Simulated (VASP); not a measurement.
Runs of VASP 6.6.1 on Ge. The structure is that of space group P6_3/mmc (No. 194), or close to it. The cells are those of the table. This isn't the form of Ge at room conditions, which is diamond.

```tsv
level	potentials or basis	cell	k mesh	smearing	grid for exact exchange (PRECFOCK)	share of exact exchange	screening parameter	gap on the mesh (eV)	pressure (GPa)	largest force (eV/Å)
PBE-based screened hybrid with 25 % exact exchange	VASP PAW PBE potentials, release 64 (Ge_d)	a = 2.991, b = 2.991, c = 4.728 Å, angles 90.0, 90.0, 120.3°, 2 atoms	5 × 5 × 3	fermi-dirac 0.05 eV	Normal	0.25	0.4 1/Å	none	3.6	0.01
PBE	VASP PAW PBE potentials, release 64 (Ge_d)	a = 2.991, b = 2.991, c = 4.728 Å, angles 90.0, 90.0, 120.3°, 2 atoms	10 × 10 × 6	gaussian 0.019 eV	-	-	-	none	4.4	0.01
PBE	VASP PAW PBE potentials, release 64 (Ge_d)	a = 2.991, b = 2.991, c = 4.728 Å, angles 90.0, 90.0, 120.3°, 2 atoms	10 × 10 × 6	gaussian 0.014 eV	-	-	-	none	4.4	0.02
LDA	VASP PAW LDA potentials, release 64 (Ge_d)	a = 2.930, b = 2.930, c = 4.631 Å, angles 90.0, 90.0, 120.3°, 2 atoms	10 × 10 × 6	fermi-dirac 0.05 eV	-	-	-	none	(a)	-
PBE	VASP PAW PBE potentials, release 64 (Ge_d)	a = 2.991, b = 2.991, c = 4.728 Å, angles 90.0, 90.0, 120.3°, 2 atoms	10 × 10 × 6	gaussian 0.015 eV	-	-	-	none	4.4	0.02
```

Alike in all rows: task single point; no spin polarisation; cutoff (eV) 520.

**Question.** Fill in the values left out.

**Answer.** (a) 4.1.

Caveats: some runs use coarse meshes; the cell stands under pressure (at least some runs); the PAW data sets were made with another functional, which shifts forces and pressure a little (at least some runs).

A k mesh can miss the band edges, and the runs leave out spin-orbit coupling on Ge.

A gap of «none» marks levels without a gap at the run's occupations.
